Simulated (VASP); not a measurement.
# ZnO (P6_3mc) in VASP: electric field gradients with PBEsol

Aim: the electric field gradients of ZnO with PBEsol.

Everything below comes from runs of VASP 6.6.1. Logs are shortened: lines on timing, memory, paths and dates and some standing lists are left out, and cuts for length are marked.

**Experimental background.**

From “Electronic structure of alkaline earth and post-transition metal oxides”, 2009, arxiv:0908.1581, for a bulk crystal of ZnO: band gap 3.37 eV.

The runs below are set against these values where they give the same quantity.

### 1 The cell of the first run

It takes space group P6_3mc (No. 186, hexagonal). Conventional cell: a = 3.249 Å, b = 3.249 Å, c = 5.206 Å, α = 90.00°, β = 90.00°, γ = 120.00°. Zn (site symmetry 3m) has 4 O at 1.97 to 1.98 Å within 2.6 Å. O (site symmetry 3m) has 4 Zn at 1.97 to 1.98 Å within 2.6 Å.

### 2 Electric field gradients, PBEsol

File INCAR:

```
PREC = Accurate
ENCUT = 520
EDIFF = 1E-8
ISMEAR = 0
SIGMA = 0.01
LREAL = F
LASPH = T
NELM = 120
ALGO = Normal
ISIF = 2
LWAVE = F
LCHARG = F
GGA = PS
LEFG = T
NBANDS = 166
GGA_COMPAT = F
```

File KPOINTS:

```
Automatic mesh
0
Gamma
  4 4 3
```

File POSCAR:

```
ZnO
1.0
    6.4986160000      0.0000000000      0.0000000000
   -3.2493080000      5.6279665454      0.0000000000
    0.0000000000      0.0000000000     10.4114180000
Zn O
16 16
Direct
    0.1666666666      0.3333333334      0.2500000000
    0.1666666666      0.3333333334      0.7500000000
    0.1666666666      0.8333333334      0.2500000000
    0.1666666666      0.8333333334      0.7500000000
    0.6666666666      0.3333333334      0.2500000000
    0.6666666666      0.3333333334      0.7500000000
    0.6666666666      0.8333333334      0.2500000000
    0.6666666666      0.8333333334      0.7500000000
    0.3333333334      0.1666666666      0.0000000000
    0.3333333334      0.1666666666      0.5000000000
    0.3333333334      0.6666666666      0.0000000000
    0.3333333334      0.6666666666      0.5000000000
    0.8333333334      0.1666666666      0.0000000000
    0.8333333334      0.1666666666      0.5000000000
    0.8333333334      0.6666666666      0.0000000000
    0.8333333334      0.6666666666      0.5000000000
    0.3333333334      0.1666666666      0.1895050000
    0.3333333334      0.1666666666      0.6895050000
    0.3333333334      0.6666666666      0.1895050000
    0.3333333334      0.6666666666      0.6895050000
    0.8333333334      0.1666666666      0.1895050000
    0.8333333334      0.1666666666      0.6895050000
    0.8333333334      0.6666666666      0.1895050000
    0.8333333334      0.6666666666      0.6895050000
    0.1666666666      0.3333333334      0.4395050000
    0.1666666666      0.3333333334      0.9395050000
    0.1666666666      0.8333333334      0.4395050000
    0.1666666666      0.8333333334      0.9395050000
    0.6666666666      0.3333333334      0.4395050000
    0.6666666666      0.3333333334      0.9395050000
    0.6666666666      0.8333333334      0.4395050000
    0.6666666666      0.8333333334      0.9395050000
```

Potentials or basis: VASP PAW PBE potentials, release 64 (Zn, O).

Run with:

```bash
$ cat potpaw_PBE.64/Zn/POTCAR potpaw_PBE.64/O/POTCAR > POTCAR
$ mpirun -np 1 vasp_std > vasp.out
```

OUTCAR:

```text
PREC = Accurate
   ENCUT = 520
   EDIFF = 1E-8
   ISMEAR = 0
   LREAL = F
   LASPH = T
   NELM = 120
   ISIF = 2
   GGA = PS

 ion  position               nearest neighbor table
   1  0.167  0.333  0.250-  25 1.97  19 1.98  21 1.98  17 1.98
   2  0.167  0.333  0.750-  26 1.97  20 1.98  22 1.98  18 1.98
   3  0.167  0.833  0.250-  27 1.97  17 1.98  23 1.98  19 1.98
   4  0.167  0.833  0.750-  28 1.97  18 1.98  24 1.98  20 1.98
   5  0.667  0.333  0.250-  29 1.97  23 1.98  17 1.98  21 1.98
   6  0.667  0.333  0.750-  30 1.97  24 1.98  18 1.98  22 1.98
[... 33 lines left out ...]
 A1 = (   6.4986160000,   0.0000000000,   0.0000000000)
 A2 = (  -3.2493080000,   5.6279665454,   0.0000000000)
 A3 = (   0.0000000000,   0.0000000000,  10.4114180000)

Analysis of symmetry for initial positions (statically):
=====================================================================
 Subroutine PRICEL returns following result:

  LATTYP: Found a hexagonal cell.
 ALAT       =     3.2493080000
 C/A-ratio  =     1.6020977390

  Lattice vectors:

 A1 = (   3.2493080000,   0.0000000000,   0.0000000000)
 A2 = (  -1.6246540000,   2.8139832727,   0.0000000000)
 A3 = (   0.0000000000,   0.0000000000,   5.2057090000)

   8 primitive cells build up your supercell.

 Routine SETGRP: Setting up the symmetry group for a
 hexagonal supercell.

 Subroutine GETGRP returns: Found 12 space group operations
 (whereof  6 operations were pure point group operations)
 out of a pool of 24 trial point group operations.

The static configuration has the point symmetry C_3v.
 The point group associated with its full space group is C_6v.

Analysis of symmetry for dynamics (positions and initial velocities):
=====================================================================
 Subroutine PRICEL returns following result:

  LATTYP: Found a hexagonal cell.
 ALAT       =     3.2493080000
 C/A-ratio  =     1.6020977390

  Lattice vectors:

 A1 = (   3.2493080000,   0.0000000000,   0.0000000000)
 A2 = (  -1.6246540000,   2.8139832727,   0.0000000000)
 A3 = (   0.0000000000,   0.0000000000,   5.2057090000)

   8 primitive cells build up your supercell.

 Routine SETGRP: Setting up the symmetry group for a
 hexagonal supercell.

 Subroutine GETGRP returns: Found 12 space group operations
 (whereof  6 operations were pure point group operations)
 out of a pool of 24 trial point group operations.

The dynamic configuration has the point symmetry C_3v.
 The point group associated with its full space group is C_6v.

 Subroutine INISYM returns: Found 12 space group operations
 (whereof  6 operations are pure point group operations),
 and found     8 'primitive' translations

----------------------------------------------------------------------------------------

                                     Primitive cell

  volume of cell :      47.5984

  direct lattice vectors                    reciprocal lattice vectors
     3.249308000  0.000000000  0.000000000     0.307757836  0.177684070  0.000000000
    -1.624654000  2.813983273  0.000000000     0.000000000  0.355368139  0.000000000
     0.000000000  0.000000000  5.205709000     0.000000000  0.000000000  0.192096792

  length of vectors
     3.249308000  3.249308000  5.205709000     0.355368139  0.355368139  0.192096792

  position of ions in fractional coordinates (direct lattice)
     0.333333333  0.666666667  0.500000000
     0.666666667  0.333333333  0.000000000
     0.666666667  0.333333333  0.379010000
     0.333333333  0.666666667  0.879010000

  ion indices of the primitive-cell ions
   primitive index   ion index
                 1           1
                 2           9
                 3          17
                 4          25

----------------------------------------------------------------------------------------

[... 56 lines left out ...]
   IBRION =     -1    ionic relax: 0-MD 1-quasi-New 2-CG
   NFREE  =      0    steps in history (QN), initial steepest desc. (CG)
   ISIF   =      2    stress and relaxation
   ISYM   =      2    0-nonsym 1-usesym 2-fastsym
   POTIM  = 0.5000    time-step for ionic-motion
   TEBEG  =    0.0;   TEEND  =   0.0 temperature during run
   PSTRESS=    0.0 pullay stress
   NELECT =     288.0000    total number of electrons
   NUPDOWN=      -1.0000    fix difference up-down
   EMIN   =  10.00;   EMAX   =-10.00  energy-range for DOS
   EFERMI =   0.00;   METHOD = LEGACY
   ISMEAR =     0;   SIGMA  =   0.01  broadening in eV -4-tet -1-fermi 0-gaus
   EFERMI_NEDOS =   21; number of points for ismear=-14 and -15
   IALGO  =     38    algorithm
   IMIX   =      4    mixing-type and parameters
     AMIX     =   0.40;   BMIX     =  1.00
     AMIX_MAG =   1.60;   BMIX_MAG =  1.00
  volume/ion in A,a.u.               =      11.90        80.30
  Fermi-wavevector in a.u.,A,eV,Ry     =   1.491574  2.818667 30.270160  2.224794
  Thomas-Fermi vector in A             =   2.604212
   LORBIT       =      0    0 simple, 1 ext, 2 COOP (PROOUT), +10 PAW based schemes
   GGA     = PS    functional components
   LHFCALC =     F    Hartree Fock is set to
   AEXX    =    0.0000 exact exchange contribution
   IVDW    =     0    specifies the selected vdW correction
   LEPSILON=     F    determine dielectric tensor
   LRPA    =     F    only Hartree local field effects (RPA)
 non-spin polarized calculation
 Gauss-broadening in eV      SIGMA  =   0.01
  energy-cutoff  :      520.00
  volume of cell :      380.79
 maximum number of plane-waves:     10270
   NGX = 25   NGY = 25   NGZ = 39

 number of electron     288.0000135 magnetization

 Free energy of the ion-electron system (eV)
  ---------------------------------------------------
  ext. energy  EPLUGINS =         0.00000000
  ---------------------------------------------------
  free energy    TOTEN  =      -155.28339323 eV

  energy without entropy =     -155.28339323  energy(sigma->0) =     -155.28339323

 E-fermi :   1.0889     XC(G=0): -11.1855

 val. band max:        1.0460065267   @ k =   0.0000   0.0000   0.0000
 cond. band min:       1.7317493765   @ k =   0.0000   0.0000   0.0000
 fundamental gap:      0.6857428498
 Fermi energy:         1.0889355031

 k-point     1 :       0.0000    0.0000    0.0000
  band No.  band energies     occupation
      1     -16.9921      2.00000
      2     -16.6269      2.00000
      3     -16.6269      2.00000
      4     -16.2906      2.00000
      5     -16.2906      2.00000
      6     -16.2906      2.00000
[... 1261 lines left out ...]
    155       7.9418      0.00000
    156       7.9667      0.00000
 [bands above 156 left out]

------------------------ aborting loop because EDIFF is reached ----------------------------------------

  FORCE on cell =-STRESS in cart. coord.  units (eV):
  Direction    XX          YY          ZZ          XY          YZ          ZX
  --------------------------------------------------------------------------------------
  -------------------------------------------------------------------------------------
  Total       -2.5568760     -2.5568760      1.5259519     -0.0000000      0.0000000     -0.0000000
  in kB      -10.7581595    -10.7581595      6.4205047     -0.0000000      0.0000000     -0.0000000
  external PRESSURE =      -5.0319381 kB  Pullay stress =       0.0000000 kB

 VOLUME and BASIS-vectors are now :
 -----------------------------------------------------------------------------
  energy-cutoff  :      520.00
  volume of cell :      380.79
      direct lattice vectors                 reciprocal lattice vectors
     6.498616000  0.000000000  0.000000000     0.153878918  0.088842035  0.000000000
    -3.249308000  5.627966545  0.000000000     0.000000000  0.177684070  0.000000000
     0.000000000  0.000000000 10.411418000     0.000000000  0.000000000  0.096048396

 POSITION                                       TOTAL-FORCE (eV/Angst)
 -----------------------------------------------------------------------------------
     -0.00000      1.87599      2.60285         0.000000      0.000000     -0.065206
     -0.00000      1.87599      7.80856         0.000000     -0.000000     -0.065206
     -1.62465      4.68997      2.60285        -0.000000      0.000000     -0.065206
     -1.62465      4.68997      7.80856         0.000000      0.000000     -0.065206
      3.24931      1.87599      2.60285        -0.000000      0.000000     -0.065206
      3.24931      1.87599      7.80856        -0.000000     -0.000000     -0.065206
[... 24 lines left out ...]
      1.62465      4.68997      4.57587         0.000000     -0.000000      0.065206
      1.62465      4.68997      9.78158         0.000000     -0.000000      0.065206
 -----------------------------------------------------------------------------------
    total drift:                                0.000001     -0.000002     -0.005748

  FREE ENERGIE OF THE ION-ELECTRON SYSTEM (eV)
  ---------------------------------------------------
  free  energy   TOTEN  =      -155.2833932291 eV

  energy  without entropy=     -155.2833932291  energy(sigma->0) =     -155.28339323

 Electric field gradients (V/A^2)
---------------------------------------------------------------------
 ion       V_xx      V_yy      V_zz      V_xy      V_xz      V_yz
---------------------------------------------------------------------
   1      -0.439    -0.440     0.879    -0.001    -0.000     0.000
   2      -0.439    -0.440     0.879    -0.001    -0.000     0.000
   3      -0.439    -0.440     0.879    -0.001    -0.000     0.000
   4      -0.439    -0.440     0.879    -0.001    -0.000     0.000
   5      -0.439    -0.440     0.879    -0.001    -0.000     0.000
   6      -0.439    -0.440     0.879    -0.001    -0.000     0.000
[... 24 lines left out ...]
  31       0.926     0.922    -1.847    -0.004     0.000    -0.000
  32       0.926     0.922    -1.847    -0.004     0.000    -0.000
---------------------------------------------------------------------

 Electric field gradients after diagonalization (V/A^2)
 (convention: |V_zz| > |V_xx| > |V_yy|)
----------------------------------------------------------------------
 ion       V_xx      V_yy      V_zz     asymmetry (V_yy - V_xx)/ V_zz
----------------------------------------------------------------------
   1      -0.441    -0.438     0.879       0.003
   2      -0.441    -0.438     0.879       0.003
   3      -0.441    -0.438     0.879       0.003
   4      -0.441    -0.438     0.879       0.003
   5      -0.441    -0.438     0.879       0.003
   6      -0.441    -0.438     0.879       0.003
[... 24 lines left out ...]
  31       0.928     0.919    -1.847       0.005
  32       0.928     0.919    -1.847       0.005
----------------------------------------------------------------------

           NMR quadrupolar parameters

 Cq : quadrupolar parameter    Cq=e*Q*V_zz/h
 eta: asymmetry parameters     (V_yy - V_xx)/ V_zz
 Q  : nuclear electric quadrupole moment in mb (millibarn)
----------------------------------------------------------------------
 ion       Cq(MHz)       eta       Q (mb)
----------------------------------------------------------------------
   1       0.002       0.003       1.000
   2       0.002       0.003       1.000
   3       0.002       0.003       1.000
   4       0.002       0.003       1.000
   5       0.002       0.003       1.000
   6       0.002       0.003       1.000
[... 24 lines left out ...]
  31      -0.004       0.005       1.000
  32      -0.004       0.005       1.000
----------------------------------------------------------------------
```

It took 38 min on 1 thread of Intel Xeon 8259CL, shared host; peak memory 0.63 GiB.

What came out:

```yaml
Free_energy: -155.2834 eV
Pressure: -0.5 GPa
Largest_force: 0.065 eV/Å
Band_gap_on_the_k_mesh: 0.69 eV
Largest_electric_field_gradient_by_atom: Zn +0.9; O -1.8 V/Å²
```

Forces on the atoms (eV/Å):
```
Zn   0.000  0.000 -0.065
Zn   0.000  0.000 -0.065
Zn   0.000  0.000 -0.065
Zn   0.000  0.000 -0.065
Zn   0.000  0.000 -0.065
Zn   0.000  0.000 -0.065
Zn   0.000  0.000 -0.065
Zn   0.000  0.000 -0.065
Zn   0.000  0.000 -0.065
Zn   0.000  0.000 -0.065
Zn   0.000  0.000 -0.065
Zn   0.000  0.000 -0.065
Zn   0.000  0.000 -0.065
Zn   0.000  0.000 -0.065
Zn   0.000  0.000 -0.065
Zn   0.000  0.000 -0.065
O    0.000  0.000  0.065
O    0.000  0.000  0.065
O    0.000  0.000  0.065
O    0.000  0.000  0.065
O    0.000  0.000  0.065
O    0.000  0.000  0.065
O    0.000  0.000  0.065
O    0.000  0.000  0.065
O    0.000  0.000  0.065
O    0.000  0.000  0.065
O    0.000  0.000  0.065
O    0.000  0.000  0.065
O    0.000  0.000  0.065
O    0.000  0.000  0.065
O    0.000  0.000  0.065
O    0.000  0.000  0.065
```

Levels at points of the mesh, in eV from the valence-band top:
```tsv
k point	band 141	band 142	band 143	band 144	band 145	band 146	band 147	band 148
(0.00, 0.00, 0.00)	-0.40	-0.07	0.00	0.00	0.69	3.37	3.37	5.10
(0.50, 0.00, 0.00)	-0.51	-0.51	-0.39	-0.39	3.17	3.17	4.68	4.68
```

Electric field gradients, principal values (V/Å²):
```csv
atom,least,middle,greatest (by size)
1 Zn,-0.438,-0.441,0.879
2 Zn,-0.438,-0.441,0.879
3 Zn,-0.438,-0.441,0.879
4 Zn,-0.438,-0.441,0.879
5 Zn,-0.438,-0.441,0.879
6 Zn,-0.438,-0.441,0.879
7 Zn,-0.438,-0.441,0.879
8 Zn,-0.438,-0.441,0.879
9 Zn,-0.438,-0.441,0.879
10 Zn,-0.438,-0.441,0.879
11 Zn,-0.438,-0.441,0.879
12 Zn,-0.438,-0.441,0.879
13 Zn,-0.438,-0.441,0.879
14 Zn,-0.438,-0.441,0.879
15 Zn,-0.438,-0.441,0.879
16 Zn,-0.438,-0.441,0.879
17 O,0.919,0.928,-1.847
18 O,0.919,0.928,-1.847
19 O,0.919,0.928,-1.847
20 O,0.919,0.928,-1.847
21 O,0.919,0.928,-1.847
22 O,0.919,0.928,-1.847
23 O,0.919,0.928,-1.847
24 O,0.919,0.928,-1.847
25 O,0.919,0.928,-1.847
26 O,0.919,0.928,-1.847
27 O,0.919,0.928,-1.847
28 O,0.919,0.928,-1.847
29 O,0.919,0.928,-1.847
30 O,0.919,0.928,-1.847
31 O,0.919,0.928,-1.847
32 O,0.919,0.928,-1.847
```

Caveat: without QUAD_EFG the Cq values of the log hold for a quadrupole moment of 1 mb, not for the nuclei; the PAW data sets were made with another functional, which shifts forces and pressure a little.

### 3 Comparison with measurements

Step 2. Measured gap of ZnO: 3.37 eV (quoted in “Electronic structure of alkaline earth and post-transition metal oxides”, 2009, arxiv:0908.1581). This calculation gives 0.69 eV (-2.68 eV). So large a miss can be the level of theory's own, or it may mean another phase, state or a wrong row. The value is that of PBEsol, without temperature or zero-point motion. Semilocal functionals fall short of measured gaps as a rule.
